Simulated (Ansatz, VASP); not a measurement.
HfO2: VASP beside Ansatz

File INCAR:

```
  AGGAC = 1.0
  AGGAX = 1.0
  ALDAC = 0.0
  ALDAX = 1.0
  ALGO = Normal
  EDIFF = 1E-6
  EDIFFG = -0.01
  ENCUT = 600
  GGA = B5
  IBRION = 2
  ISIF = 3
  ISMEAR = -1
  IVDW = 13
  LASPH = T
  LCHARG = F
  LREAL = F
  LWAVE = F
  NELM = 100
  NSW = 40
  PREC = Accurate
  SIGMA = 0.05
  VDW_A1 = 0.44488865
  VDW_A2 = 4.0933009
  VDW_S6 = 1.0
  VDW_S8 = 2.34076671
```

File KPOINTS:

```
k-points
0
Gamma
  5 5 5
```

File POSCAR:

```
HfO2
1.0
    5.1180000000      0.0000000000      0.0000000000
    0.0000000000      5.1857000000      0.0000000000
   -0.8586630598      0.0000000000      5.2138671406
Hf O
4 8
Direct
    0.2755000000      0.4603000000      0.7080000000
    0.7245000000      0.9603000000      0.7920000000
    0.7245000000      0.5397000000      0.2920000000
    0.2755000000      0.0397000000      0.2080000000
    0.0742000000      0.1684000000      0.8467000000
    0.9258000000      0.6684000000      0.6533000000
    0.9258000000      0.8316000000      0.1533000000
    0.0742000000      0.3316000000      0.3467000000
    0.4487000000      0.7419000000      0.9801000000
    0.5513000000      0.2419000000      0.5199000000
    0.5513000000      0.2581000000      0.0199000000
    0.4487000000      0.7581000000      0.4801000000
```

The input input.yaml:

```yaml
crystal:
  lattice:
    - [5.118, 0.0, 0.0]
    - [0.0, 5.1857, 0.0]
    - [-0.8586630598, 0.0, 5.2138671406]
  atoms:
    - { symbol: Hf, position: [0.2755, 0.4603, 0.708] }
    - { symbol: Hf, position: [0.7245, 0.9603, 0.792] }
    - { symbol: Hf, position: [0.7245, 0.5397, 0.292] }
    - { symbol: Hf, position: [0.2755, 0.0397, 0.208] }
    - { symbol: O, position: [0.0742, 0.1684, 0.8467] }
    - { symbol: O, position: [0.9258, 0.6684, 0.6533] }
    - { symbol: O, position: [0.9258, 0.8316, 0.1533] }
    - { symbol: O, position: [0.0742, 0.3316, 0.3467] }
    - { symbol: O, position: [0.4487, 0.7419, 0.9801] }
    - { symbol: O, position: [0.5513, 0.2419, 0.5199] }
    - { symbol: O, position: [0.5513, 0.2581, 0.0199] }
    - { symbol: O, position: [0.4487, 0.7581, 0.4801] }
hamiltonian:
  xc: blyp
  pseudopotentials: { kind: paw }
  dispersion: d4
kpoints:
  mp_grid: { grid: [5, 5, 5] }
scf:
  occupations: { method: fermi_dirac, width: 0.05 }
output:
  forces: true
  stress: true
relax:
  f_tol: 0.01
  max_steps: 40
  cell: { stress_tol: 0.05 }
```

Alike in both runs: task relaxation of cell and atoms; functional BLYP; dispersion D4; k mesh 5 × 5 × 5; occupations fermi-dirac, width 0.05 eV; no spin polarisation.

|  | VASP | Ansatz |
| --- | --- | --- |
| version | VASP 6.6.1 | Ansatz 0.2.0 |
| potentials or method | VASP PAW PBE potentials, release 64 (Hf_pv, O) | Ansatz PAW |
| plane-wave cutoff (eV) | 600 | 420 |
| valence electrons in the cell | 88 | 152 |

```tsv
	VASP	Ansatz	Ansatz less VASP
relaxed volume (Å³/atom)	11.70	11.84	+0.134
relaxed cell length with the largest relative difference (Å)	5.334	5.359	+0.0246
```

VASP's potentials were made for PBE, not for BLYP. VASP's potentials hold 88 valence electrons a cell and Ansatz's 152, so a difference there can come from the potentials and not from the codes.

Spin-orbit coupling is off throughout. Noted on Ansatz's run: odd divisions of the mesh miss points on the zone boundary, where band edges often lie, so the gap on the mesh can be too wide; the plane-wave basis is chosen anew once the cell has moved, so the energies of steps on either side of that aren't comparable.
